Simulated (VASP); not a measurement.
# Fe (Im-3m) in VASP: single point with RPBE

Aim: the single point of Fe with RPBE.

Program: VASP 6.6.1. These are calculated values, not measurements. Logs are shortened: lines on timing, memory, paths and dates and some standing lists are left out, and cuts for length are marked.

### 1 The cell of the first run

The structure is cubic, space group Im-3m (No. 229). The conventional cell has a = 2.782 Å, b = 2.782 Å, c = 2.782 Å, α = 90.00°, β = 90.00°, γ = 90.00°. Fe (site symmetry m-3m) has 14 Fe at 2.41 to 2.78 Å within 3.2 Å.

### 2 Single point, RPBE

File INCAR:

```
SYSTEM = Fe
PREC = Accurate
ENCUT = 690
EDIFF = 1E-6
ISMEAR = -1
SIGMA = 0.1
LREAL = .FALSE.
LASPH = .TRUE.
NELM = 120
ALGO = Normal
ISIF = 2
LWAVE = .FALSE.
LCHARG = .FALSE.
GGA = RP
NBANDS = 14
GGA_COMPAT = .FALSE.
```

File KPOINTS:

```
Automatic mesh
0
G
  15 15 15
  0 0 0
```

File POSCAR:

```
Fe
1.0
   -1.3911065625      1.3911065625      1.3911065625
    1.3911065625     -1.3911065625      1.3911065625
    1.3911065625      1.3911065625     -1.3911065625
Fe
1
Direct
    0.0000000000      0.0000000000      0.0000000000
```

Potentials or basis: VASP PAW PBE potentials, release 64 (Fe_sv).

On the command line:

```console
$ cat potpaw_PBE.64/Fe_sv/POTCAR > POTCAR
$ mpirun -np 1 vasp_std > vasp.out
```

OUTCAR:

```text
SYSTEM = Fe
   PREC = Accurate
   ENCUT = 690
   EDIFF = 1E-6
   ISMEAR = -1
   LREAL = .FALSE.
   LASPH = .TRUE.
   NELM = 120
   ISIF = 2
   GGA = RP

 ion  position               nearest neighbor table
   1  0.000  0.000  0.000-

  LATTYP: Found a body centered cubic cell.
 ALAT       =     2.7822131250

  Lattice vectors:

 A1 = (  -1.3911065625,   1.3911065625,   1.3911065625)
 A2 = (   1.3911065625,  -1.3911065625,   1.3911065625)
 A3 = (   1.3911065625,   1.3911065625,  -1.3911065625)

Analysis of symmetry for initial positions (statically):
=====================================================================
 Subroutine PRICEL returns:
 Original cell was already a primitive cell.

 Routine SETGRP: Setting up the symmetry group for a
 body centered cubic supercell.

 Subroutine GETGRP returns: Found 48 space group operations
 (whereof 48 operations were pure point group operations)
 out of a pool of 48 trial point group operations.

The static configuration has the point symmetry O_h .

Analysis of symmetry for dynamics (positions and initial velocities):
=====================================================================
 Subroutine PRICEL returns:
 Original cell was already a primitive cell.

 Routine SETGRP: Setting up the symmetry group for a
 body centered cubic supercell.

 Subroutine GETGRP returns: Found 48 space group operations
 (whereof 48 operations were pure point group operations)
 out of a pool of 48 trial point group operations.

The dynamic configuration has the point symmetry O_h .

 Subroutine INISYM returns: Found 48 space group operations
 (whereof 48 operations are pure point group operations),
 and found     1 'primitive' translations

----------------------------------------------------------------------------------------

                                     Primitive cell

  volume of cell :      10.7682

  direct lattice vectors                    reciprocal lattice vectors
    -1.391106563  1.391106563  1.391106563     0.000000000  0.359426095  0.359426095
     1.391106563 -1.391106563  1.391106563     0.359426095  0.000000000  0.359426095
     1.391106563  1.391106563 -1.391106563     0.359426095  0.359426095  0.000000000

  length of vectors
     2.409467245  2.409467245  2.409467245     0.508305259  0.508305259  0.508305259

  position of ions in fractional coordinates (direct lattice)
     0.000000000  0.000000000  0.000000000

  ion indices of the primitive-cell ions
   primitive index   ion index
                 1           1

----------------------------------------------------------------------------------------

 KPOINTS: Automatic mesh

Automatic generation of k-mesh.
 Grid dimensions read from file:
 generate k-points for:   15   15   15

 Generating k-lattice:

  Cartesian coordinates                     Fractional coordinates (reciprocal lattice)
     0.000000000  0.023961740  0.023961740     0.066666667  0.000000000  0.000000000
     0.023961740  0.000000000  0.023961740     0.000000000  0.066666667  0.000000000
     0.023961740  0.023961740  0.000000000     0.000000000  0.000000000  0.066666667

  Length of vectors
     0.033887017  0.033887017  0.033887017

  Shift w.r.t. Gamma in fractional coordinates (k-lattice)
     0.000000000  0.000000000  0.000000000

 Subroutine IBZKPT returns following result:
 ===========================================

 Found    120 irreducible k-points:

 Following reciprocal coordinates:
            Coordinates               Weight
  0.000000  0.000000  0.000000      1.000000
  0.066667  0.000000  0.000000     12.000000
  0.133333  0.000000  0.000000     12.000000
  0.200000  0.000000  0.000000     12.000000
  0.266667  0.000000  0.000000     12.000000
  0.333333  0.000000  0.000000     12.000000
[... 16 lines left out ...]
  0.333333  0.200000  0.000000     48.000000
  0.400000  0.200000  0.000000     24.000000
 [... further k-points ...]
   k-points           NKPTS =    120   k-points in BZ     NKDIM =    120   number of bands    NBANDS=     14
   number of dos      NEDOS =    301   number of ions     NIONS =      1
   total plane-waves  NPLWV =  13824
   dimension x,y,z NGX =    24 NGY =   24 NGZ =   24
   dimension x,y,z NGXF=    48 NGYF=   48 NGZF=   48
   ions per type =               1
   NGX,Y,Z   is equivalent  to a cutoff of  16.56, 16.56, 16.56 a.u.
   NGXF,Y,Z  is equivalent  to a cutoff of  33.12, 33.12, 33.12 a.u.
 SYSTEM =  Fe
   PREC   = accura    normal or accurate (medium, high low for compatibility)
   ISTART =      0    job   : 0-new  1-cont  2-samecut
   ICHARG =      2    charge: 1-file 2-atom 10-const
   ISPIN  =      1    spin polarized calculation?
   LNONCOLLINEAR =      F non collinear calculations
   LSORBIT =      F    spin-orbit coupling
   LASPH  =      T    aspherical Exc in radial PAW
   ENCUT  =  690.0 eV  50.71 Ry    7.12 a.u.   5.16  5.16  5.16*2*pi/ulx,y,z
   NELM   =    120;   NELMIN=  2; NELMDL= -5     # of ELM steps
   EDIFF  = 0.1E-05   stopping-criterion for ELM
   LREAL  =      F    real-space projection
   EDIFFG = 0.1E-04   stopping-criterion for IOM
   NSW    =      0    number of steps for IOM
   IBRION =     -1    ionic relax: 0-MD 1-quasi-New 2-CG
   NFREE  =      0    steps in history (QN), initial steepest desc. (CG)
   ISIF   =      2    stress and relaxation
   ISYM   =      2    0-nonsym 1-usesym 2-fastsym
   POTIM  = 0.5000    time-step for ionic-motion
   TEBEG  =    0.0;   TEEND  =   0.0 temperature during run
   PSTRESS=    0.0 pullay stress
   NELECT =      16.0000    total number of electrons
   NUPDOWN=      -1.0000    fix difference up-down
   EMIN   =  10.00;   EMAX   =-10.00  energy-range for DOS
   EFERMI =   0.00;   METHOD = LEGACY
   ISMEAR =    -1;   SIGMA  =   0.10  broadening in eV -4-tet -1-fermi 0-gaus
   EFERMI_NEDOS =   21; number of points for ismear=-14 and -15
   IALGO  =     38    algorithm
   IMIX   =      4    mixing-type and parameters
     AMIX     =   0.40;   BMIX     =  1.00
     AMIX_MAG =   1.60;   BMIX_MAG =  1.00
  volume/ion in A,a.u.               =      10.77        72.67
  Fermi-wavevector in a.u.,A,eV,Ry     =   1.868104  3.530205 47.481792  3.489813
  Thomas-Fermi vector in A             =   2.914435
   LORBIT       =      0    0 simple, 1 ext, 2 COOP (PROOUT), +10 PAW based schemes
   GGA     = RP    functional components
   LHFCALC =     F    Hartree Fock is set to
   AEXX    =    0.0000 exact exchange contribution
   IVDW    =     0    specifies the selected vdW correction
   LEPSILON=     F    determine dielectric tensor
   LRPA    =     F    only Hartree local field effects (RPA)
 non-spin polarized calculation
  energy-cutoff  :      690.00
  volume of cell :       10.77
 maximum number of plane-waves:       458
 NGX is ok and might be reduce to    24
   NGX = 11   NGY = 11   NGZ = 11

 number of electron      16.0000001 magnetization

 Free energy of the ion-electron system (eV)
  ---------------------------------------------------
  ext. energy  EPLUGINS =         0.00000000
  ---------------------------------------------------
  free energy    TOTEN  =        -7.38199172 eV

  energy without entropy =       -7.27519750  energy(sigma->0) =       -7.32859461

 E-fermi :  13.2300     XC(G=0): -13.9495

 val. band max:       13.2272927244   @ k =   0.3333   0.1333   0.0667
 cond. band min:      13.2441235805   @ k =   0.2000   0.1333   0.1333
 fundamental gap:      0.0168308561
 Fermi energy:        13.2300467319

 k-point     1 :       0.0000    0.0000    0.0000
  band No.  band energies     occupation
      1     -74.1305      2.00000
      2     -39.8076      2.00000
      3     -39.8076      2.00000
      4     -39.8076      2.00000
      5       4.3880      2.00000
      6      11.4965      2.00000
      7      11.4965      2.00000
      8      11.4965      2.00000
      9      13.1971      1.16340
     10      13.1971      1.16340
     11      37.9444      0.00000
     12      37.9444      0.00000
     13      37.9444      0.00000
     14      43.9816      0.00000

 k-point     2 :       0.0667    0.0000    0.0000
  band No.  band energies     occupation
      1     -74.1261      2.00000
      2     -39.8305      2.00000
      3     -39.8151      2.00000
      4     -39.8077      2.00000
      5       4.5798      2.00000
      6      11.4370      2.00000
      7      11.4884      2.00000
      8      11.6066      2.00000
      9      13.1350      1.44236
     10      13.2016      1.14112
     11      36.9822      0.00000
     12      37.7476      0.00000
     13      37.9088      0.00000
     14      43.3788      0.00000

 k-point     3 :       0.1333    0.0000    0.0000
  band No.  band energies     occupation
      1     -74.1138      2.00000
      2     -39.8937      2.00000
      3     -39.8359      2.00000
      4     -39.8078      2.00000
      5       5.1379      2.00000
      6      11.2716      2.00000
      7      11.4427      2.00000
      8      11.9261      2.00000
      9      13.0027      1.81324
     10      13.2173      1.06344
     11      34.7412      0.00000
     12      36.9789      0.00000
     13      37.8209      0.00000
     14      42.3972      0.00000
[... 324 lines left out ...]
 k-point    23 :       0.3333    0.2000    0.0000
  band No.  band energies     occupation
      1     -74.0249      2.00000
      2     -40.2474      2.00000
      3     -40.0301      2.00000
      4     -39.8570      2.00000
      5       9.2187      2.00000
      6      10.3162      2.00000
      7      11.1814      2.00000
      8      13.0989      1.57536
      9      13.6143      0.04198
     10      16.8211      0.00000
     11      22.8187      0.00000
     12      26.7982      0.00000
     13      33.3382      0.00000
     14      39.8544      0.00000

 k-point    24 :       0.4000    0.2000    0.0000
  band No.  band energies     occupation
      1     -74.0213      2.00000
      2     -40.2557      2.00000
      3     -40.0444      2.00000
      4     -39.8580      2.00000
      5       9.2302      2.00000
      6      10.3069      2.00000
      7      11.3186      2.00000
      8      13.1468      1.39378
      9      13.6579      0.02735
     10      17.6265      0.00000
     11      21.6051      0.00000
     12      26.5873      0.00000
     13      33.1318      0.00000
     14      39.9161      0.00000

 [... further k-points ...]

------------------------ aborting loop because EDIFF is reached ----------------------------------------

  FORCE on cell =-STRESS in cart. coord.  units (eV):
  Direction    XX          YY          ZZ          XY          YZ          ZX
  --------------------------------------------------------------------------------------
  -------------------------------------------------------------------------------------
  Total       -0.1161364     -0.1161364     -0.1161364     -0.0000000     -0.0000000      0.0000000
  in kB      -17.2797685    -17.2797685    -17.2797685     -0.0000000     -0.0000000      0.0000000
  external PRESSURE =     -17.2797685 kB  Pullay stress =       0.0000000 kB

 VOLUME and BASIS-vectors are now :
 -----------------------------------------------------------------------------
  energy-cutoff  :      690.00
  volume of cell :       10.77
      direct lattice vectors                 reciprocal lattice vectors
    -1.391106563  1.391106563  1.391106563     0.000000000  0.359426095  0.359426095
     1.391106563 -1.391106563  1.391106563     0.359426095  0.000000000  0.359426095
     1.391106563  1.391106563 -1.391106563     0.359426095  0.359426095  0.000000000

 POSITION                                       TOTAL-FORCE (eV/Angst)
 -----------------------------------------------------------------------------------
      0.00000      0.00000      0.00000         0.000000      0.000000      0.000000
 -----------------------------------------------------------------------------------
    total drift:                                0.000000      0.000000      0.000000

  FREE ENERGIE OF THE ION-ELECTRON SYSTEM (eV)
  ---------------------------------------------------
  free  energy   TOTEN  =        -7.3819917176 eV

  energy  without entropy=       -7.2751975035  energy(sigma->0) =       -7.32859461
```

It took 9.2 s on 1 thread of Intel Xeon 6975P-C (Granite Rapids), shared host; peak memory 0.15 GiB.

What came out:

```
Free energy            : -7.3820 eV
Pressure               : -1.7 GPa
Band gap on the k mesh : zero (bands 8 and 9 overlap by 1.82 eV)
```

Levels at points of the mesh, in eV from the Fermi level:
```
           k point  band 4  band 5  band 6  band 7  band 8  band 9  band 10  band 11  band 12  band 13
(0.00, 0.00, 0.00)  -53.04   -8.84   -1.73   -1.73   -1.73   -0.03    -0.03    24.71    24.71    24.71
```

Caveat: the PAW data sets were made with another functional, which shifts forces and pressure a little; the run has no spin polarisation, though such a crystal can be magnetic.
